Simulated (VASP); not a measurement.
# Mo2Ru3 (P6_3/mmc) in VASP: a series of runs, part 3 of 3

VASP 6.6.1. The steps go on from the part before.

**6. Single point, PBE**

File INCAR:

```
PREC = Accurate
ENCUT = 520
EDIFF = 1E-6
ISMEAR = 0
SIGMA = 0.1
LREAL = F
LASPH = T
NELM = 100
ALGO = Fast
ISIF = 2
LWAVE = F
LCHARG = F
GGA = PE
NBANDS = 81
```

File KPOINTS:

```
regular mesh
0
Gamma
  18 18 2
```

File POSCAR:

```
Mo2Ru3
1.0
    2.7645906109      0.0000000000      0.0000000000
   -1.3822953054      2.3942057001      0.0000000000
    0.0000000000      0.0000000000     22.0135468443
Mo Ru
4 6
Direct
    0.3333333333      0.6666666667      0.6487154453
    0.3333333333      0.6666666667      0.8512845547
    0.6666666667      0.3333333333      0.1487154453
    0.6666666667      0.3333333333      0.3512845547
    0.3333333333      0.6666666667      0.0495969365
    0.3333333333      0.6666666667      0.2500000000
    0.3333333333      0.6666666667      0.4504030635
    0.6666666667      0.3333333333      0.7500000000
    0.6666666667      0.3333333333      0.9504030635
    0.6666666667      0.3333333333      0.5495969365
```

Potentials or basis: VASP PAW PBE potentials, release 64 (Mo_sv, Ru_pv).

Run with:

```
$ cat potpaw_PBE.64/Mo_sv/POTCAR potpaw_PBE.64/Ru_pv/POTCAR > POTCAR
$ mpirun -np 1 vasp_std > vasp.out
```

OUTCAR:

```text
PREC = Accurate
   ENCUT = 520
   EDIFF = 1E-6
   ISMEAR = 0
   LREAL = F
   LASPH = T
   NELM = 100
   ISIF = 2
   GGA = PE

 ion  position               nearest neighbor table
   1  0.333  0.667  0.649-  10 2.70  10 2.70  10 2.70   8 2.74   8 2.74   8 2.74
   2  0.333  0.667  0.851-   9 2.70   9 2.70   9 2.70   8 2.74   8 2.74   8 2.74
   3  0.667  0.333  0.149-   5 2.70   5 2.70   5 2.70   6 2.74   6 2.74   6 2.74
   4  0.667  0.333  0.351-   7 2.70   7 2.70   7 2.70   6 2.74   6 2.74   6 2.74
   5  0.333  0.667  0.050-   3 2.70   3 2.70   3 2.70   9 2.70   9 2.70   9 2.70
   6  0.333  0.667  0.250-   3 2.74   4 2.74   3 2.74   4 2.74   3 2.74   4 2.74
   7  0.333  0.667  0.450-   4 2.70   4 2.70   4 2.70  10 2.70  10 2.70  10 2.70
   8  0.667  0.333  0.750-   1 2.74   2 2.74   1 2.74   2 2.74   1 2.74   2 2.74
   9  0.667  0.333  0.950-   2 2.70   2 2.70   2 2.70   5 2.70   5 2.70   5 2.70
  10  0.667  0.333  0.550-   1 2.70   1 2.70   1 2.70   7 2.70   7 2.70   7 2.70

  LATTYP: Found a hexagonal cell.
 ALAT       =     2.7645906109
 C/A-ratio  =     7.9626787263

  Lattice vectors:

 A1 = (   2.7645906109,   0.0000000000,   0.0000000000)
 A2 = (  -1.3822953054,   2.3942057001,   0.0000000000)
 A3 = (   0.0000000000,   0.0000000000,  22.0135468443)

Analysis of symmetry for initial positions (statically):
=====================================================================
 Subroutine PRICEL returns:
 Original cell was already a primitive cell.

 Routine SETGRP: Setting up the symmetry group for a
 hexagonal supercell.

 Subroutine GETGRP returns: Found 24 space group operations
 (whereof 12 operations were pure point group operations)
 out of a pool of 24 trial point group operations.

The static configuration has the point symmetry D_3d.
 The point group associated with its full space group is D_6h.

Analysis of symmetry for dynamics (positions and initial velocities):
=====================================================================
 Subroutine PRICEL returns:
 Original cell was already a primitive cell.

[... 155 lines left out ...]
 non-spin polarized calculation
 RMM-DIIS sequential band-by-band and
 Gauss-broadening in eV      SIGMA  =   0.10
  energy-cutoff  :      520.00
  volume of cell :      145.71
 maximum number of plane-waves:      3954
 NGX is ok and might be reduce to    24
   NGX = 11   NGY = 11   NGZ = 81

 number of electron     140.0000008 magnetization

 Free energy of the ion-electron system (eV)
  ---------------------------------------------------
  ext. energy  EPLUGINS =         0.00000000
  ---------------------------------------------------
  free energy    TOTEN  =       -98.66583169 eV

  energy without entropy =      -98.62932967  energy(sigma->0) =      -98.64758068

 E-fermi :  12.1697     XC(G=0): -13.7196

 val. band max:       12.1687703593   @ k =   0.1667  -0.0000   0.5000
 cond. band min:      12.1708596223   @ k =   0.3889   0.0000   0.0000
 fundamental gap:      0.0020892630
 Fermi energy:        12.1697287939

 k-point     1 :       0.0000    0.0000    0.0000
  band No.  band energies     occupation
      1     -48.5715      2.00000
      2     -48.5715      2.00000
      3     -48.5705      2.00000
      4     -48.5705      2.00000
      5     -30.7271      2.00000
      6     -30.7266      2.00000
[... 2005 lines left out ...]
     80      15.0988      0.00000
     81      15.2213      0.00000

 [... further k-points ...]

------------------------ aborting loop because EDIFF is reached ----------------------------------------

  FORCE on cell =-STRESS in cart. coord.  units (eV):
  Direction    XX          YY          ZZ          XY          YZ          ZX
  --------------------------------------------------------------------------------------
  -------------------------------------------------------------------------------------
  Total        0.1575726      0.1575726      0.1464867      0.0000000     -0.0000000     -0.0000000
  in kB        1.7326431      1.7326431      1.6107440      0.0000000     -0.0000000     -0.0000000
  external PRESSURE =       1.6920100 kB  Pullay stress =       0.0000000 kB

 VOLUME and BASIS-vectors are now :
 -----------------------------------------------------------------------------
  energy-cutoff  :      520.00
  volume of cell :      145.71
      direct lattice vectors                 reciprocal lattice vectors
     2.764590611  0.000000000  0.000000000     0.361717209  0.208837528  0.000000000
    -1.382295305  2.394205700  0.000000000     0.000000000  0.417675056  0.000000000
     0.000000000  0.000000000 22.013546844     0.000000000  0.000000000  0.045426573

 POSITION                                       TOTAL-FORCE (eV/Angst)
 -----------------------------------------------------------------------------------
     -0.00000      1.59614     14.28053         0.000000     -0.000000      0.000003
     -0.00000      1.59614     18.73979         0.000000     -0.000000     -0.000003
      1.38230      0.79807      3.27375        -0.000000      0.000000      0.000003
      1.38230      0.79807      7.73302        -0.000000     -0.000000     -0.000003
     -0.00000      1.59614      1.09180        -0.000000     -0.000000     -0.015751
     -0.00000      1.59614      5.50339        -0.000000      0.000000      0.000000
     -0.00000      1.59614      9.91497        -0.000000      0.000000      0.015751
      1.38230      0.79807     16.51016        -0.000000     -0.000000      0.000000
      1.38230      0.79807     20.92174         0.000000     -0.000000      0.015751
      1.38230      0.79807     12.09858         0.000000     -0.000000     -0.015751
 -----------------------------------------------------------------------------------
    total drift:                               -0.000001      0.000000     -0.000000

  FREE ENERGIE OF THE ION-ELECTRON SYSTEM (eV)
  ---------------------------------------------------
  free  energy   TOTEN  =       -98.6658316860 eV

  energy  without entropy=      -98.6293296656  energy(sigma->0) =      -98.64758068
```

OSZICAR:

```text
N       E                     dE             d eps       ncg     rms          rms(c)
DAV:   1     0.190200728531E+04    0.19020E+04   -0.85889E+04 12348   0.189E+03
DAV:   2    -0.138613495109E+02   -0.19159E+04   -0.18706E+04 12601   0.603E+02
DAV:   3    -0.101819449678E+03   -0.87958E+02   -0.84328E+02 15943   0.121E+02
[... 16 lines left out ...]
RMM:  20    -0.986658257389E+02   -0.40111E-05   -0.45499E-05 12476   0.679E-03    0.505E-03
RMM:  21    -0.986658291469E+02   -0.34080E-05   -0.39503E-05 11139   0.520E-03    0.140E-03
RMM:  22    -0.986658302045E+02   -0.10577E-05   -0.11769E-05  8443   0.276E-03    0.135E-03
RMM:  23    -0.986658312810E+02   -0.10764E-05   -0.11044E-05  7716   0.211E-03    0.499E-04
RMM:  24    -0.986658316860E+02   -0.40502E-06   -0.39372E-06  5168   0.126E-03
   1 F= -.98665832E+02 E0= -.98647581E+02  d E =-.365020E-01
```

It took 15 min on 1 thread of AMD EPYC 9R45 (Zen 5), shared host; peak memory 0.7 GiB.

What came out:

| Item | Value |
| --- | --- |
| Free energy | -98.6658 eV |
| Pressure | 0.2 GPa |
| Largest force | 0.016 eV/Å |
| Band gap on the k mesh | zero (bands 70 and 71 overlap by 2.31 eV) |

Forces on the atoms (eV/Å):
```
Mo   0.000  0.000  0.000
Mo   0.000  0.000  0.000
Mo   0.000  0.000  0.000
Mo   0.000  0.000  0.000
Ru   0.000  0.000 -0.016
Ru   0.000  0.000  0.000
Ru   0.000  0.000  0.016
Ru   0.000  0.000  0.000
Ru   0.000  0.000  0.016
Ru   0.000  0.000 -0.016
```

Levels at points of the mesh, in eV from the Fermi level:
```
           k point  band 68  band 69  band 70  band 71  band 72  band 73
(0.00, 0.00, 0.00)    -0.86    -0.86    -0.72    -0.72    -0.58    -0.58
(0.50, 0.00, 0.00)     1.03     1.33     1.55     1.69     1.77     1.79
(0.00, 0.00, 0.50)    -0.83    -0.83    -0.83    -0.40    -0.40    -0.31
(0.50, 0.00, 0.50)     1.25     1.48     1.48     1.73     1.73     1.79
```

**7. Summary**

| task | spin | cell | k mesh | cutoff (eV) | gap on the mesh (eV) | pressure (GPa) | largest force (eV/Å) |
| --- | --- | --- | --- | --- | --- | --- | --- |
| single point | off | a = 2.760, b = 2.760, c = 22.111 Å, angles 90.0, 90.0, 120.0°, 10 atoms, atomic positions A | 6 × 6 × 1 | 520 | none | 0.3 | 0.03 |
| single point | off | a = 2.818, b = 2.818, c = 22.129 Å, angles 90.0, 90.0, 120.0°, 10 atoms, atomic positions B | 6 × 6 × 1 | 520 | none | -10.5 | 0.58 |
| relaxation of cell and atoms | off | relaxed from a = 2.818, b = 2.818, c = 22.129 Å, angles 90.0, 90.0, 120.0°, 10 atoms, atomic positions B | 6 × 6 × 1 | 600 | none | 0.0 | 0.01 |
| single point | collinear, ferromagnetic start | a = 2.760, b = 2.760, c = 22.111 Å, angles 90.0, 90.0, 120.0°, 10 atoms, atomic positions A | 6 × 6 × 1 | 520 | none | 0.3 | 0.03 |
| single point | off | a = 2.765, b = 2.765, c = 22.014 Å, angles 90.0, 90.0, 120.0°, 10 atoms, atomic positions C | 18 × 18 × 2 | 520 | none | 0.2 | 0.02 |

Alike in all rows: level PBE; potentials or basis VASP PAW PBE potentials, release 64 (Mo_sv, Ru_pv); smearing gaussian 0.1 eV.

Caveats: some runs use coarse meshes.

Absolute energies hang on the potentials; compare differences alone.

The gap in the log of VASP goes by the Fermi energy; the results here count the filled bands.